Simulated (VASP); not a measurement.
# I (Cmce) in VASP: single point with LDA

Aim: the single point of I with LDA.

Everything below comes from runs of VASP 6.6.1. Logs are shortened: lines on timing, memory, paths and dates and some standing lists are left out, and cuts for length are marked.

## (1) The cell of the first run

Symmetry: Cmce, No. 64, orthorhombic system. Conventional cell: a = 5.872 Å, b = 4.058 Å, c = 8.812 Å, α = 90.00°, β = 90.00°, γ = 90.00°. I (site symmetry m) has 12 I at 2.84 to 3.68 Å within 3.7 Å.

## (2) Single point, LDA

INCAR

```
PREC     = Accurate       # precision mode
ENCUT    = 520            # plane-wave cutoff, eV
EDIFF    = 1E-6           # SCF threshold, eV
ISMEAR   = 0              # smearing method
SIGMA    = 0.02           # smearing width, eV
LREAL    = False          # projectors in reciprocal space
LASPH    = True           # aspherical terms in the spheres
NELM     = 80             # most SCF steps
ALGO     = Normal         # electronic algorithm
ISIF     = 2              # what is computed and relaxed
LWAVE    = False          # write WAVECAR
LCHARG   = False          # write CHGCAR
NBANDS   = 22             # bands
```

KPOINTS

```
Automatic mesh
0
Gamma
  9 9 9
```

POSCAR

```
I
1.0
    2.9361711580     -2.0292107731      0.0000000000
    2.9361711580      2.0292107731      0.0000000000
    0.0000000000      0.0000000000      8.8124266765
I
4
Direct
    0.7782882059      0.2217117941      0.8752631610
    0.2782882059      0.7217117941      0.6247368390
    0.2217117941      0.7782882059      0.1247368390
    0.7217117941      0.2782882059      0.3752631610
```

Potentials or basis: VASP PAW LDA potentials, release 64 (I).

Command:

```sh
cat potpaw_LDA.64/I/POTCAR > POTCAR
mpirun -np 1 vasp_std > vasp.out
```

OUTCAR:

```text
PREC = Accurate
   ENCUT = 520
   EDIFF = 1E-6
   ISMEAR = 0
   LREAL = False
   LASPH = True
   NELM = 80
   ISIF = 2

 ion  position               nearest neighbor table
   1  0.778  0.222  0.875-   3 2.84   2 3.00   2 3.00   3 3.15
   2  0.278  0.722  0.625-   4 2.84   1 3.00   1 3.00   4 3.15
   3  0.222  0.778  0.125-   1 2.84   4 3.00   4 3.00   1 3.15
   4  0.722  0.278  0.375-   2 2.84   3 3.00   3 3.00   2 3.15

  LATTYP: Found a base centered orthorhombic cell.
 ALAT       =     4.0584215462
 B/A-ratio  =     1.4469522816
 C/A-ratio  =     2.1713926403

  Lattice vectors:

 A1 = (  -2.9361711580,  -2.0292107731,   0.0000000000)
 A2 = (   2.9361711580,  -2.0292107731,   0.0000000000)
 A3 = (   0.0000000000,   0.0000000000,   8.8124266765)

Analysis of symmetry for initial positions (statically):
=====================================================================
 Subroutine PRICEL returns:
 Original cell was already a primitive cell.

 Routine SETGRP: Setting up the symmetry group for a
 base centered orthorhombic supercell.

 Subroutine GETGRP returns: Found  8 space group operations
 (whereof  4 operations were pure point group operations)
 out of a pool of  8 trial point group operations.

The static configuration has the point symmetry C_2h.
 The point group associated with its full space group is D_2h.

Analysis of symmetry for dynamics (positions and initial velocities):
=====================================================================
 Subroutine PRICEL returns:
 Original cell was already a primitive cell.

 Routine SETGRP: Setting up the symmetry group for a
 base centered orthorhombic supercell.

 Subroutine GETGRP returns: Found  8 space group operations
 (whereof  4 operations were pure point group operations)
 out of a pool of  8 trial point group operations.

The dynamic configuration has the point symmetry C_2h.
 The point group associated with its full space group is D_2h.

 Subroutine INISYM returns: Found  8 space group operations
 (whereof  4 operations are pure point group operations),
 and found     1 'primitive' translations

----------------------------------------------------------------------------------------

                                     Primitive cell

  volume of cell :     105.0108

  direct lattice vectors                    reciprocal lattice vectors
     2.936171158 -2.029210773  0.000000000     0.170289800 -0.246401215  0.000000000
     2.936171158  2.029210773  0.000000000     0.170289800  0.246401215  0.000000000
     0.000000000  0.000000000  8.812426676     0.000000000  0.000000000  0.113476121

  length of vectors
     3.569145196  3.569145196  8.812426676     0.299519907  0.299519907  0.113476121

  position of ions in fractional coordinates (direct lattice)
     0.778288206  0.221711794  0.875263161
     0.278288206  0.721711794  0.624736839
     0.221711794  0.778288206  0.124736839
     0.721711794  0.278288206  0.375263161

  ion indices of the primitive-cell ions
   primitive index   ion index
                 1           1
                 2           2
                 3           3
                 4           4

----------------------------------------------------------------------------------------

 KPOINTS: Automatic mesh

Automatic generation of k-mesh.
 Grid dimensions read from file:
 generate k-points for:    9    9    9

 Generating k-lattice:

  Cartesian coordinates                     Fractional coordinates (reciprocal lattice)
     0.018921089 -0.027377913  0.000000000     0.111111111  0.000000000  0.000000000
     0.018921089  0.027377913  0.000000000     0.000000000  0.111111111  0.000000000
     0.000000000  0.000000000  0.012608458     0.000000000  0.000000000  0.111111111

  Length of vectors
     0.033279990  0.033279990  0.012608458

  Shift w.r.t. Gamma in fractional coordinates (k-lattice)
     0.000000000  0.000000000  0.000000000

 Subroutine IBZKPT returns following result:
 ===========================================

 Found    125 irreducible k-points:

 Following reciprocal coordinates:
            Coordinates               Weight
  0.000000  0.000000  0.000000      1.000000
  0.111111  0.000000  0.000000      4.000000
  0.222222 -0.000000  0.000000      4.000000
  0.333333 -0.000000  0.000000      4.000000
  0.444444 -0.000000  0.000000      4.000000
  0.111111  0.111111  0.000000      2.000000
[... 16 lines left out ...]
 -0.333333  0.333333  0.000000      2.000000
  0.444444  0.444444  0.000000      2.000000
 [... further k-points ...]
   k-points           NKPTS =    125   k-points in BZ     NKDIM =    125   number of bands    NBANDS=     22
   number of dos      NEDOS =    301   number of ions     NIONS =      4
   total plane-waves  NPLWV =  54880
   dimension x,y,z NGX =    28 NGY =   28 NGZ =   70
   dimension x,y,z NGXF=    56 NGYF=   56 NGZF=  140
   ions per type =               4
   NGX,Y,Z   is equivalent  to a cutoff of  13.04, 13.04, 13.21 a.u.
   NGXF,Y,Z  is equivalent  to a cutoff of  26.08, 26.08, 26.41 a.u.
 SYSTEM =  unknown system
   PREC   = accura    normal or accurate (medium, high low for compatibility)
   ISTART =      0    job   : 0-new  1-cont  2-samecut
   ICHARG =      2    charge: 1-file 2-atom 10-const
   ISPIN  =      1    spin polarized calculation?
   LNONCOLLINEAR =      F non collinear calculations
   LSORBIT =      F    spin-orbit coupling
   LASPH  =      T    aspherical Exc in radial PAW
   ENCUT  =  520.0 eV  38.22 Ry    6.18 a.u.   6.64  6.64 16.39*2*pi/ulx,y,z
   NELM   =     80;   NELMIN=  2; NELMDL= -5     # of ELM steps
   EDIFF  = 0.1E-05   stopping-criterion for ELM
   LREAL  =      F    real-space projection
   EDIFFG = 0.1E-04   stopping-criterion for IOM
   NSW    =      0    number of steps for IOM
   IBRION =     -1    ionic relax: 0-MD 1-quasi-New 2-CG
   NFREE  =      0    steps in history (QN), initial steepest desc. (CG)
   ISIF   =      2    stress and relaxation
   ISYM   =      2    0-nonsym 1-usesym 2-fastsym
   POTIM  = 0.5000    time-step for ionic-motion
   TEBEG  =    0.0;   TEEND  =   0.0 temperature during run
   PSTRESS=    0.0 pullay stress
   NELECT =      28.0000    total number of electrons
   NUPDOWN=      -1.0000    fix difference up-down
   EMIN   =  10.00;   EMAX   =-10.00  energy-range for DOS
   EFERMI =   0.00;   METHOD = LEGACY
   ISMEAR =     0;   SIGMA  =   0.02  broadening in eV -4-tet -1-fermi 0-gaus
   EFERMI_NEDOS =   21; number of points for ismear=-14 and -15
   IALGO  =     38    algorithm
   IMIX   =      4    mixing-type and parameters
     AMIX     =   0.40;   BMIX     =  1.00
     AMIX_MAG =   1.60;   BMIX_MAG =  1.00
  volume/ion in A,a.u.               =      26.25       177.16
  Fermi-wavevector in a.u.,A,eV,Ry     =   1.053698  1.991201 15.106270  1.110280
  Thomas-Fermi vector in A             =   2.188830
   LORBIT       =      0    0 simple, 1 ext, 2 COOP (PROOUT), +10 PAW based schemes
   GGA     = CA    functional components
   LHFCALC =     F    Hartree Fock is set to
   AEXX    =    0.0000 exact exchange contribution
   IVDW    =     0    specifies the selected vdW correction
   LEPSILON=     F    determine dielectric tensor
   LRPA    =     F    only Hartree local field effects (RPA)
 non-spin polarized calculation
 Gauss-broadening in eV      SIGMA  =   0.02
  energy-cutoff  :      520.00
  volume of cell :      105.01
 maximum number of plane-waves:      2859
   NGX = 13   NGY = 13   NGZ = 33

 number of electron      27.9999997 magnetization

 Free energy of the ion-electron system (eV)
  ---------------------------------------------------
  ext. energy  EPLUGINS =         0.00000000
  ---------------------------------------------------
  free energy    TOTEN  =        -6.69626594 eV

  energy without entropy =       -6.69601236  energy(sigma->0) =       -6.69613915

 E-fermi :   8.8194     XC(G=0): -10.6005

 val. band max:        8.7898659033   @ k =   0.3333   0.3333   0.4444
 cond. band min:       8.8196564620   @ k =   0.4444   0.3333   0.0000
 fundamental gap:      0.0297905587
 Fermi energy:         8.8194267282

 k-point     1 :       0.0000    0.0000    0.0000
  band No.  band energies     occupation
      1      -7.4231      2.00000
      2      -5.7874      2.00000
      3      -5.6772      2.00000
      4      -2.5199      2.00000
      5       2.2033      2.00000
      6       4.8672      2.00000
[... 14 lines left out ...]
     21      15.3864      0.00000
     22      15.4089      0.00000

 k-point     2 :       0.1111    0.0000    0.0000
  band No.  band energies     occupation
      1      -7.2889      2.00000
      2      -5.6830      2.00000
      3      -5.5684      2.00000
      4      -2.6050      2.00000
      5       2.3442      2.00000
      6       4.6658      2.00000
[... 14 lines left out ...]
     21      15.7318      0.00000
     22      15.8364      0.00000

 k-point     3 :       0.2222   -0.0000    0.0000
  band No.  band energies     occupation
      1      -6.8945      2.00000
      2      -5.3958      2.00000
      3      -5.2647      2.00000
      4      -2.9087      2.00000
      5       2.6825      2.00000
      6       3.6391      2.00000
[... 14 lines left out ...]
     21      16.2334      0.00000
     22      16.7447      0.00000

 k-point     4 :       0.3333   -0.0000    0.0000
  band No.  band energies     occupation
      1      -6.2695      2.00000
      2      -5.0285      2.00000
      3      -4.8470      2.00000
      4      -3.4874      2.00000
      5       2.1864      2.00000
      6       2.2944      2.00000
[... 14 lines left out ...]
     21      17.0429      0.00000
     22      17.4365      0.00000

 k-point     5 :       0.4444   -0.0000    0.0000
  band No.  band energies     occupation
      1      -5.4928      2.00000
      2      -4.8939      2.00000
      3      -4.4768      2.00000
      4      -4.1567      2.00000
      5       1.4455      2.00000
      6       1.4677      2.00000
[... 14 lines left out ...]
     21      17.2853      0.00000
     22      17.5204      0.00000

 k-point     6 :       0.1111    0.1111    0.0000
  band No.  band energies     occupation
      1      -7.2738      2.00000
      2      -5.6560      2.00000
      3      -5.5435      2.00000
      4      -2.4767      2.00000
      5       2.3497      2.00000
      6       4.6186      2.00000
[... 14 lines left out ...]
     21      15.7544      0.00000
     22      15.8343      0.00000

 k-point     7 :       0.2222    0.1111    0.0000
  band No.  band energies     occupation
      1      -6.9997      2.00000
      2      -5.4355      2.00000
      3      -5.3156      2.00000
      4      -2.5613      2.00000
      5       2.6167      2.00000
      6       4.2298      2.00000
[... 324 lines left out ...]
      6       3.2936      2.00000
[... 14 lines left out ...]
     21      15.5386      0.00000
     22      15.8172      0.00000

 k-point    21 :       0.4444    0.3333    0.0000
  band No.  band energies     occupation
      1      -5.9287      2.00000
      2      -4.5730      2.00000
      3      -4.4260      2.00000
      4      -2.4621      2.00000
      5       2.5148      2.00000
      6       3.3765      2.00000
[... 14 lines left out ...]
     21      16.1141      0.00000
     22      16.3358      0.00000

 k-point    22 :      -0.4444    0.3333    0.0000
  band No.  band energies     occupation
      1      -5.5093      2.00000
      2      -4.4288      2.00000
      3      -4.2216      2.00000
      4      -3.1319      2.00000
      5       2.3565      2.00000
      6       2.7122      2.00000
[... 14 lines left out ...]
     21      17.3652      0.00000
     22      17.4768      0.00000

 k-point    23 :      -0.3333    0.3333    0.0000
  band No.  band energies     occupation
      1      -5.1125      2.00000
      2      -4.5931      2.00000
      3      -4.1578      2.00000
      4      -3.8653      2.00000
      5       2.0597      2.00000
      6       2.0639      2.00000
[... 14 lines left out ...]
     21      17.7124      0.00000
     22      17.7283      0.00000

 k-point    24 :       0.4444    0.4444    0.0000
  band No.  band energies     occupation
      1      -5.8146      2.00000
      2      -4.4428      2.00000
      3      -4.3018      2.00000
      4      -2.1679      2.00000
      5       1.9516      2.00000
      6       3.2748      2.00000
[... 14 lines left out ...]
     21      16.2685      0.00000
     22      16.4550      0.00000

 [... further k-points ...]
[... 5 lines left out ...]
  --------------------------------------------------------------------------------------
  -------------------------------------------------------------------------------------
  Total        9.8139544      9.8539723      9.8614147      0.0000000     -0.0000000      0.0000000
  in kB      149.7340526    150.3446165    150.4581661      0.0000000     -0.0000000      0.0000000
  external PRESSURE =     150.1789451 kB  Pullay stress =       0.0000000 kB

 VOLUME and BASIS-vectors are now :
 -----------------------------------------------------------------------------
  energy-cutoff  :      520.00
  volume of cell :      105.01
      direct lattice vectors                 reciprocal lattice vectors
     2.936171158 -2.029210773  0.000000000     0.170289800 -0.246401215  0.000000000
     2.936171158  2.029210773  0.000000000     0.170289800  0.246401215  0.000000000
     0.000000000  0.000000000  8.812426676     0.000000000  0.000000000  0.113476121

 POSITION                                       TOTAL-FORCE (eV/Angst)
 -----------------------------------------------------------------------------------
      2.93617     -1.12941      7.71319         0.000000     -0.001516      0.001667
      2.93617      0.89980      5.50545         0.000000     -0.001516     -0.001667
      2.93617      1.12941      1.09923         0.000000      0.001516     -0.001667
      2.93617     -0.89980      3.30698         0.000000      0.001516      0.001667
 -----------------------------------------------------------------------------------
    total drift:                               -0.000000     -0.000000     -0.000000

  FREE ENERGIE OF THE ION-ELECTRON SYSTEM (eV)
  ---------------------------------------------------
  free  energy   TOTEN  =        -6.6962659386 eV

  energy  without entropy=       -6.6960123557  energy(sigma->0) =       -6.69613915
```

Run time: 4.9 min. Hardware: 1 thread of AMD EPYC 7R43 (Zen 3), shared host; peak memory 0.29 GiB.

What came out:

| Quantity | Value |
| --- | --- |
| Free energy | -6.6963 eV |
| Pressure | 15.0 GPa |
| Band gap on the k mesh | zero (bands 14 and 15 overlap by 0.84 eV) |

Forces in eV/Å, atoms in the order of the input:
```
I    0.000 -0.002  0.002
I    0.000 -0.002 -0.002
I    0.000  0.002 -0.002
I    0.000  0.002  0.002
```

Levels at points of the mesh, in eV from the Fermi level:
```
           k point  band 10  band 11  band 12  band 13  band 14  band 15  band 16  band 17  band 18  band 19
(0.00, 0.00, 0.00)    -1.87    -0.64    -0.33    -0.26    -0.21     1.69     2.13     2.84     4.89     6.22
```

Caveat: the cell stands under pressure; spin-orbit coupling is left out, which moves the levels of the heavy elements.

The gap in the log of VASP goes by the Fermi energy; the results here count the filled bands.